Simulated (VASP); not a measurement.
Write the native input for VASP 6.6.1 that does the following.

```yaml
Task: single point
Functional: PBE
Potentials_or_basis: VASP PAW PBE potentials, release 64 (Ag)
Cutoff: 520 eV
k_mesh: 11 × 11 × 11
Occupations: gaussian, width 0.026 eV
Spin: no spin polarisation
Dipole_correction: no
Further_INCAR_settings: ALGO = Fast; EDIFF = 1e-06; NBANDS = 12
```

The structure of Ag lies in POSCAR:

```
Ag
1.0
    0.0000000000      2.0427500000      2.0427500000
    2.0427500000      0.0000000000      2.0427500000
    2.0427500000      2.0427500000      0.0000000000
Ag
1
Direct
    0.0000000000      0.0000000000      0.0000000000
```

The input as run:

INCAR

```
ALGO = Fast
EDIFF = 1E-6
ENCUT = 520
GGA = PE
ISIF = 2
ISMEAR = 0
LASPH = T
LCHARG = F
LREAL = F
LWAVE = F
NBANDS = 12
NELM = 60
PREC = Accurate
SIGMA = 0.026000000000000002
```

KPOINTS

```
k-points
0
Gamma
  11 11 11
```

Potentials or basis: VASP PAW PBE potentials, release 64 (Ag).

Run with:

```console
$ cat potpaw_PBE.64/Ag/POTCAR > POTCAR
$ mpirun -np 1 vasp_std > vasp.out
```

Results of the run:

| Item | Value |
| --- | --- |
| Pressure | 4.2 GPa |

It took 6.4 s on 1 thread of Intel Xeon 6975P-C, with other jobs on the host, peak memory 0.14 GiB.
